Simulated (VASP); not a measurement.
# Na3Al (Fm-3m) in VASP: a series of runs

The runs below take Na3Al through single point, with PBE.

Everything below comes from runs of VASP 6.6.1. Logs are shortened: lines on timing, memory, paths and dates and some standing lists are left out, and cuts for length are marked.

## Step 1: The cell of the first run

It takes space group Fm-3m (No. 225, cubic). The conventional cell has a = 7.510 Å, b = 7.510 Å, c = 7.510 Å, α = 90.00°, β = 90.00°, γ = 90.00°. Na (site symmetry -43m) has 10 Na at 3.25 to 3.75 Å and 4 Al at 3.25 Å within 4.3 Å. Within 4.3 Å of Na (site symmetry m-3m) lie 8 Na at 3.25 Å and 6 Al at 3.75 Å. Within 4.3 Å of Al (site symmetry m-3m) lie 14 Na at 3.25 to 3.75 Å.

## Step 2: Single point, PBE

The input, INCAR:

```
SYSTEM = Na3Al
PREC     = Accurate       ! precision mode
ENCUT    = 520            ! plane-wave cutoff, eV
EDIFF    = 1E-7           ! SCF threshold, eV
ISMEAR   = 1              ! smearing method
SIGMA    = 0.1            ! smearing width, eV
LREAL    = .FALSE.        ! projectors in reciprocal space
LASPH    = .TRUE.         ! aspherical terms in the spheres
NELM     = 60             ! most SCF steps
ALGO     = Normal         ! electronic algorithm
ISIF     = 2              ! what is computed and relaxed
LWAVE    = .FALSE.        ! write WAVECAR
LCHARG   = .TRUE.         ! write CHGCAR
GGA      = PE             ! functional
LELF     = .TRUE.         ! ELF
LVHAR    = .TRUE.       
NBANDS   = 20             ! bands
```

The input, KPOINTS:

```
regular mesh
0
G
  5 5 5
  0 0 0
```

The input, POSCAR:

```
Na3Al
1.0
    0.0000000000      3.7547574731      3.7547574731
    3.7547574731      0.0000000000      3.7547574731
    3.7547574731      3.7547574731      0.0000000000
Na Al
3 1
Direct
    0.2500000000      0.2500000000      0.2500000000
    0.7500000000      0.7500000000      0.7500000000
    0.5000000000      0.5000000000      0.5000000000
    0.0000000000      0.0000000000      0.0000000000
```

Potentials or basis: VASP PAW PBE potentials, release 64 (Na_pv, Al).

Command:

```
> cat potpaw_PBE.64/Na_pv/POTCAR potpaw_PBE.64/Al/POTCAR > POTCAR
> mpirun -np 1 vasp_std > vasp.out
```

OUTCAR:

```text
SYSTEM = Na3Al
   PREC = Accurate
   ENCUT = 520
   EDIFF = 1E-7
   ISMEAR = 1
   LREAL = .FALSE.
   LASPH = .TRUE.
   NELM = 60
   ISIF = 2
   GGA = PE

 ion  position               nearest neighbor table
   1  0.250  0.250  0.250-
   2  0.750  0.750  0.750-
   3  0.500  0.500  0.500-
   4  0.000  0.000  0.000-

  LATTYP: Found a face centered cubic cell.
 ALAT       =     7.5095149462

  Lattice vectors:

 A1 = (   0.0000000000,   3.7547574731,   3.7547574731)
 A2 = (   3.7547574731,   0.0000000000,   3.7547574731)
 A3 = (   3.7547574731,   3.7547574731,   0.0000000000)

Analysis of symmetry for initial positions (statically):
=====================================================================
 Subroutine PRICEL returns:
 Original cell was already a primitive cell.

 Routine SETGRP: Setting up the symmetry group for a
 face centered cubic supercell.

 Subroutine GETGRP returns: Found 48 space group operations
 (whereof 48 operations were pure point group operations)
 out of a pool of 48 trial point group operations.

The static configuration has the point symmetry O_h .

Analysis of symmetry for dynamics (positions and initial velocities):
=====================================================================
 Subroutine PRICEL returns:
 Original cell was already a primitive cell.

 Routine SETGRP: Setting up the symmetry group for a
 face centered cubic supercell.

 Subroutine GETGRP returns: Found 48 space group operations
 (whereof 48 operations were pure point group operations)
 out of a pool of 48 trial point group operations.

The dynamic configuration has the point symmetry O_h .

 Subroutine INISYM returns: Found 48 space group operations
 (whereof 48 operations are pure point group operations),
 and found     1 'primitive' translations

----------------------------------------------------------------------------------------

                                     Primitive cell

  volume of cell :     105.8707

  direct lattice vectors                    reciprocal lattice vectors
     0.000000000  3.754757473  3.754757473    -0.133164393  0.133164393  0.133164393
     3.754757473  0.000000000  3.754757473     0.133164393 -0.133164393  0.133164393
     3.754757473  3.754757473  0.000000000     0.133164393  0.133164393 -0.133164393

  length of vectors
     5.310028942  5.310028942  5.310028942     0.230647495  0.230647495  0.230647495

  position of ions in fractional coordinates (direct lattice)
     0.250000000  0.250000000  0.250000000
     0.750000000  0.750000000  0.750000000
     0.500000000  0.500000000  0.500000000
     0.000000000  0.000000000  0.000000000

  ion indices of the primitive-cell ions
   primitive index   ion index
                 1           1
                 2           2
                 3           3
                 4           4

----------------------------------------------------------------------------------------

 KPOINTS: regular mesh

Automatic generation of k-mesh.
 Grid dimensions read from file:
 generate k-points for:    5    5    5

 Generating k-lattice:

  Cartesian coordinates                     Fractional coordinates (reciprocal lattice)
    -0.026632879  0.026632879  0.026632879     0.200000000  0.000000000  0.000000000
     0.026632879 -0.026632879  0.026632879     0.000000000  0.200000000  0.000000000
     0.026632879  0.026632879 -0.026632879     0.000000000  0.000000000  0.200000000

  Length of vectors
     0.046129499  0.046129499  0.046129499

  Shift w.r.t. Gamma in fractional coordinates (k-lattice)
     0.000000000  0.000000000  0.000000000

 Subroutine IBZKPT returns following result:
 ===========================================

 Found     10 irreducible k-points:

 Following reciprocal coordinates:
            Coordinates               Weight
  0.000000  0.000000  0.000000      1.000000
  0.200000  0.000000  0.000000      8.000000
  0.400000  0.000000  0.000000      8.000000
  0.200000  0.200000  0.000000      6.000000
  0.400000  0.200000  0.000000     24.000000
 -0.400000  0.200000  0.000000     24.000000
 -0.200000  0.200000  0.000000     12.000000
  0.400000  0.400000  0.000000      6.000000
 -0.400000  0.400000  0.000000     12.000000
 -0.400000  0.400000  0.200000     24.000000
   k-points           NKPTS =     10   k-points in BZ     NKDIM =     10   number of bands    NBANDS=     20
   number of dos      NEDOS =    301   number of ions     NIONS =      4
   total plane-waves  NPLWV =  64000
   dimension x,y,z NGX =    40 NGY =   40 NGZ =   40
   dimension x,y,z NGXF=    80 NGYF=   80 NGZF=   80
   ions per type =               3   1
   NGX,Y,Z   is equivalent  to a cutoff of  12.52, 12.52, 12.52 a.u.
   NGXF,Y,Z  is equivalent  to a cutoff of  25.05, 25.05, 25.05 a.u.
 SYSTEM =  Na3Al
   PREC   = accura    normal or accurate (medium, high low for compatibility)
   ISTART =      0    job   : 0-new  1-cont  2-samecut
   ICHARG =      2    charge: 1-file 2-atom 10-const
   ISPIN  =      1    spin polarized calculation?
   LNONCOLLINEAR =      F non collinear calculations
   LSORBIT =      F    spin-orbit coupling
   LASPH  =      T    aspherical Exc in radial PAW
   ENCUT  =  520.0 eV  38.22 Ry    6.18 a.u.   9.87  9.87  9.87*2*pi/ulx,y,z
   NELM   =     60;   NELMIN=  2; NELMDL= -5     # of ELM steps
   EDIFF  = 0.1E-06   stopping-criterion for ELM
   LREAL  =      F    real-space projection
   EDIFFG = 0.1E-05   stopping-criterion for IOM
   NSW    =      0    number of steps for IOM
   IBRION =     -1    ionic relax: 0-MD 1-quasi-New 2-CG
   NFREE  =      0    steps in history (QN), initial steepest desc. (CG)
   ISIF   =      2    stress and relaxation
   ISYM   =      2    0-nonsym 1-usesym 2-fastsym
   POTIM  = 0.5000    time-step for ionic-motion
   TEBEG  =    0.0;   TEEND  =   0.0 temperature during run
   PSTRESS=    0.0 pullay stress
   NELECT =      24.0000    total number of electrons
   NUPDOWN=      -1.0000    fix difference up-down
   EMIN   =  10.00;   EMAX   =-10.00  energy-range for DOS
   EFERMI =   0.00;   METHOD = LEGACY
   ISMEAR =     1;   SIGMA  =   0.10  broadening in eV -4-tet -1-fermi 0-gaus
   EFERMI_NEDOS =   21; number of points for ismear=-14 and -15
   IALGO  =     38    algorithm
   IMIX   =      4    mixing-type and parameters
     AMIX     =   0.40;   BMIX     =  1.00
     AMIX_MAG =   1.60;   BMIX_MAG =  1.00
  volume/ion in A,a.u.               =      26.47       178.61
  Fermi-wavevector in a.u.,A,eV,Ry     =   0.998206  1.886335 13.557043  0.996415
  Thomas-Fermi vector in A             =   2.130414
   LORBIT       =      0    0 simple, 1 ext, 2 COOP (PROOUT), +10 PAW based schemes
   GGA     = PE    functional components
   LHFCALC =     F    Hartree Fock is set to
   AEXX    =    0.0000 exact exchange contribution
   IVDW    =     0    specifies the selected vdW correction
   LEPSILON=     F    determine dielectric tensor
   LRPA    =     F    only Hartree local field effects (RPA)
 non-spin polarized calculation
 Methfessel and Paxton  Order N= 1 SIGMA  =   0.10
  energy-cutoff  :      520.00
  volume of cell :      105.87
 maximum number of plane-waves:      2869
   NGX = 19   NGY = 19   NGZ = 19

 number of electron      24.0000000 magnetization

 Free energy of the ion-electron system (eV)
  ---------------------------------------------------
  ext. energy  EPLUGINS =         0.00000000
  ---------------------------------------------------
  free energy    TOTEN  =        -6.98599686 eV

  energy without entropy =       -6.97795932  energy(sigma->0) =       -6.98331768

 E-fermi :   1.6612     XC(G=0):  -7.7184

 val. band max:        1.6435897042   @ k =   0.4000   0.2000   0.0000
 cond. band min:       1.6828939665   @ k =  -0.4000   0.4000   0.0000
 fundamental gap:      0.0393042622
 Fermi energy:         1.6612493723

 k-point     1 :       0.0000    0.0000    0.0000
  band No.  band energies     occupation
      1     -22.9638      2.00000
      2     -22.9638      2.00000
      3     -22.9638      2.00000
      4     -22.5004      2.00000
      5     -22.5004      2.00000
      6     -22.5004      2.00000
[... 12 lines left out ...]
     19       6.6777      0.00000
     20       7.4844      0.00000

 k-point     2 :       0.2000    0.0000    0.0000
  band No.  band energies     occupation
      1     -22.9641      2.00000
      2     -22.9641      2.00000
      3     -22.9640      2.00000
      4     -22.4988      2.00000
      5     -22.4988      2.00000
      6     -22.4983      2.00000
[... 12 lines left out ...]
     19       6.0763      0.00000
     20       7.0547      0.00000

 k-point     3 :       0.4000    0.0000    0.0000
  band No.  band energies     occupation
      1     -22.9646      2.00000
      2     -22.9646      2.00000
      3     -22.9643      2.00000
      4     -22.4945      2.00000
      5     -22.4945      2.00000
      6     -22.4945      2.00000
[... 12 lines left out ...]
     19       7.5865      0.00000
     20       8.2698      0.00000

 k-point     4 :       0.2000    0.2000    0.0000
  band No.  band energies     occupation
      1     -22.9645      2.00000
      2     -22.9645      2.00000
      3     -22.9635      2.00000
      4     -22.5002      2.00000
      5     -22.5002      2.00000
      6     -22.4939      2.00000
[... 107 lines left out ...]
 k-point     9 :      -0.4000    0.4000    0.0000
  band No.  band energies     occupation
      1     -22.9655      2.00000
      2     -22.9654      2.00000
      3     -22.9634      2.00000
      4     -22.5047      2.00000
      5     -22.4988      2.00000
      6     -22.4980      2.00000
[... 12 lines left out ...]
     19       8.0734      0.00000
     20      10.1102      0.00000

 k-point    10 :      -0.4000    0.4000    0.2000
  band No.  band energies     occupation
      1     -22.9655      2.00000
      2     -22.9647      2.00000
      3     -22.9639      2.00000
      4     -22.5028      2.00000
      5     -22.5003      2.00000
      6     -22.4939      2.00000
[... 12 lines left out ...]
     19       7.9579      0.00000
     20       9.7169      0.00000

------------------------ aborting loop because EDIFF is reached ----------------------------------------

  FORCE on cell =-STRESS in cart. coord.  units (eV):
  Direction    XX          YY          ZZ          XY          YZ          ZX
  --------------------------------------------------------------------------------------
  -------------------------------------------------------------------------------------
  Total        0.7947677      0.7947677      0.7947677     -0.0000000      0.0000000      0.0000000
  in kB       12.0274937     12.0274937     12.0274937     -0.0000000      0.0000000      0.0000000
  external PRESSURE =      12.0274937 kB  Pullay stress =       0.0000000 kB

 VOLUME and BASIS-vectors are now :
 -----------------------------------------------------------------------------
  energy-cutoff  :      520.00
  volume of cell :      105.87
      direct lattice vectors                 reciprocal lattice vectors
     0.000000000  3.754757473  3.754757473    -0.133164393  0.133164393  0.133164393
     3.754757473  0.000000000  3.754757473     0.133164393 -0.133164393  0.133164393
     3.754757473  3.754757473  0.000000000     0.133164393  0.133164393 -0.133164393

 POSITION                                       TOTAL-FORCE (eV/Angst)
 -----------------------------------------------------------------------------------
      1.87738      1.87738      1.87738        -0.000000     -0.000000     -0.000000
      5.63214      5.63214      5.63214         0.000000      0.000000      0.000000
      3.75476      3.75476      3.75476        -0.000000      0.000000     -0.000000
      0.00000      0.00000      0.00000        -0.000000      0.000000     -0.000000
 -----------------------------------------------------------------------------------
    total drift:                               -0.000000     -0.000000      0.000000

  FREE ENERGIE OF THE ION-ELECTRON SYSTEM (eV)
  ---------------------------------------------------
  free  energy   TOTEN  =        -6.9859968595 eV

  energy  without entropy=       -6.9779593185  energy(sigma->0) =       -6.98331768
```

It used 17 s of CPU time on 1 thread of AMD EPYC 7R13 Processor (Zen 3), on a shared host.

Results:

* Free energy: -6.9860 eV
* Pressure: 1.2 GPa
* Band gap on the k mesh: zero (band 12 reaches 2.85 eV, above the bottom of band 13 at 1.25 eV)

Levels at points of the mesh, in eV from the Fermi level:
| k point | band 9 | band 10 | band 11 | band 12 | band 13 | band 14 | band 15 | band 16 |
| --- | --- | --- | --- | --- | --- | --- | --- | --- |
| (0.00, 0.00, 0.00) | -24.14 | -5.52 | 1.19 | 1.19 | 1.19 | 1.95 | 3.40 | 3.40 |

## Step 3: Single point, PBE

This run uses another cell than the first one, of 27.03 Å³/atom, 1.021 times its volume.

The input, INCAR:

```
PREC     = Accurate       # precision mode
ENCUT    = 520            # plane-wave cutoff, eV
EDIFF    = 1E-6           # SCF threshold, eV
ISMEAR   = 1              # smearing method
SIGMA    = 0.1            # smearing width, eV
LREAL    = False          # projectors in reciprocal space
LASPH    = True           # aspherical terms in the spheres
NELM     = 80             # most SCF steps
ALGO     = Normal         # electronic algorithm
ISIF     = 2              # what is computed and relaxed
LWAVE    = False          # write WAVECAR
LCHARG   = False          # write CHGCAR
GGA      = PE             # functional
NBANDS   = 20             # bands
```

The input, KPOINTS:

```
Automatic mesh
0
Gamma
  5 5 5
```

The input, POSCAR:

```
Na3Al
1.0
    0.0000000000      3.7812002983      3.7812002983
    3.7812002983      0.0000000000      3.7812002983
    3.7812002983      3.7812002983      0.0000000000
Na Al
3 1
Direct
    0.2500000000      0.2500000000      0.2500000000
    0.7500000000      0.7500000000      0.7500000000
    0.5000000000      0.5000000000      0.5000000000
    0.0000000000      0.0000000000      0.0000000000
```

Potentials or basis: VASP PAW PBE potentials, release 64 (Na_pv, Al).

Command:

```
> cat potpaw_PBE.64/Na_pv/POTCAR potpaw_PBE.64/Al/POTCAR > POTCAR
> mpirun -np 1 vasp_std > vasp.out
```

It used 16 s of CPU time on 1 thread of AMD EPYC 7R13 Processor (Zen 3), with other jobs on the host.

Results (log left out):

```
Free energy            : -7.0002 eV
Pressure               : 0.8 GPa
Band gap on the k mesh : zero (band 12 reaches 2.75 eV, above the bottom of band 13 at 1.17 eV)
```

Levels at points of the mesh, in eV from the Fermi level:
```csv
k point,band 8,band 9,band 10,band 11,band 12,band 13,band 14,band 15,band 16,band 17
"(0.00, 0.00, 0.00)",-24.16,-24.16,-5.47,1.18,1.18,1.18,1.84,3.37,3.37,3.37
```

## Step 4: Single point, PBE

This run uses another cell than the first one, of 27.59 Å³/atom, 1.043 times its volume.

The input, INCAR:

```
SYSTEM = Na3Al
ALGO     = Normal         ! electronic algorithm
EDIFF    = 1E-6           ! SCF threshold, eV
ENCUT    = 520            ! plane-wave cutoff, eV
GGA      = PE             ! functional
ISIF     = 2              ! what is computed and relaxed
ISMEAR   = 1              ! smearing method
LASPH    = .TRUE.         ! aspherical terms in the spheres
LCHARG   = .FALSE.        ! write CHGCAR
LREAL    = .FALSE.        ! projectors in reciprocal space
LWAVE    = .FALSE.        ! write WAVECAR
NBANDS   = 20             ! bands
NELM     = 60             ! most SCF steps
PREC     = Accurate       ! precision mode
SIGMA    = 0.1            ! smearing width, eV
```

The input, KPOINTS:

```
k-points
0
G
  5 5 5
  0 0 0
```

The input, POSCAR:

```
Na3Al
1.0
    0.0000000000      3.8072783658      3.8072783658
    3.8072783658      0.0000000000      3.8072783658
    3.8072783658      3.8072783658      0.0000000000
Na Al
3 1
Direct
    0.2500000000      0.2500000000      0.2500000000
    0.7500000000      0.7500000000      0.7500000000
    0.5000000000      0.5000000000      0.5000000000
    0.0000000000      0.0000000000      0.0000000000
```

Command:

```
> cat potpaw_PBE.64/Na_pv/POTCAR potpaw_PBE.64/Al/POTCAR > POTCAR
> mpirun -np 1 vasp_std > vasp.out
```

Run time: 26 s. Hardware: 1 thread of AMD EPYC 7R13 (Zen 3), shared host; peak memory 0.2 GiB.

Results (log left out):

* Free energy: -7.0090 eV
* Pressure: 0.4 GPa
* Band gap on the k mesh: zero (band 12 reaches 2.65 eV, above the bottom of band 13 at 1.09 eV)

Levels at points of the mesh, in eV from the Fermi level:
```csv
k point,band 8,band 9,band 10,band 11,band 12,band 13,band 14,band 15,band 16,band 17
"(0.00, 0.00, 0.00)",-24.18,-24.18,-5.42,1.16,1.16,1.16,1.74,3.34,3.34,3.34
```

## Step 5: Single point, PBE

This run uses another cell than the first one, of 28.16 Å³/atom, 1.064 times its volume.

The input, INCAR:

```
SYSTEM = Na3Al
ALGO = Normal ; EDIFF = 1E-6
ENCUT = 520 ; GGA = PE
ISIF = 2 ; ISMEAR = 1
LASPH = .True. ; LCHARG = .False.
LREAL = .False. ; LWAVE = .False.
NBANDS = 20 ; NELM = 100
PREC = Accurate ; SIGMA = 0.1
```

The input, KPOINTS:

```
k-points
0
Gamma
  5 5 5
  0 0 0
```

The input, POSCAR:

```
Na3Al
1.0
    0.0000000000      3.8330040000      3.8330040000
    3.8330040000      0.0000000000      3.8330040000
    3.8330040000      3.8330040000      0.0000000000
Na Al
3 1
Direct
    0.2500000000      0.2500000000      0.2500000000
    0.7500000000      0.7500000000      0.7500000000
    0.5000000000      0.5000000000      0.5000000000
    0.0000000000      0.0000000000      0.0000000000
```

Command:

```
> cat potpaw_PBE.64/Na_pv/POTCAR potpaw_PBE.64/Al/POTCAR > POTCAR
> mpirun -np 1 vasp_std > vasp.out
```

It used 16 s of CPU time on 1 thread of AMD EPYC 7R13 Processor (Zen 3), with other jobs on the host.

Results (log left out):

* Free energy: -7.0131 eV
* Pressure: 0.1 GPa
* Band gap on the k mesh: zero (band 12 reaches 2.55 eV, above the bottom of band 13 at 1.01 eV)

Levels at points of the mesh, in eV from the Fermi level:
| k point | band 10 | band 11 | band 12 | band 13 | band 14 | band 15 |
| --- | --- | --- | --- | --- | --- | --- |
| (0.00, 0.00, 0.00) | -5.37 | 1.15 | 1.15 | 1.15 | 1.64 | 3.31 |

## Step 6: Overview

| cell | gap on the mesh (eV) | pressure (GPa) |
| --- | --- | --- |
| a = 5.310 Å, angles 60.0°, 4 atoms | none | 1.2 |
| a = 5.347 Å, angles 60.0°, 4 atoms | none | 0.8 |
| a = 5.384 Å, angles 60.0°, 4 atoms | none | 0.4 |
| a = 5.421 Å, angles 60.0°, 4 atoms | none | 0.1 |

Alike in all rows: task single point; level PBE; potentials or basis VASP PAW PBE potentials, release 64 (Na_pv, Al); no spin polarisation; k mesh 5 × 5 × 5; cutoff (eV) 520; smearing methfessel-paxton 0.1 eV.

Total energies depend on the potentials used, so only differences within one code and one set of settings carry meaning.
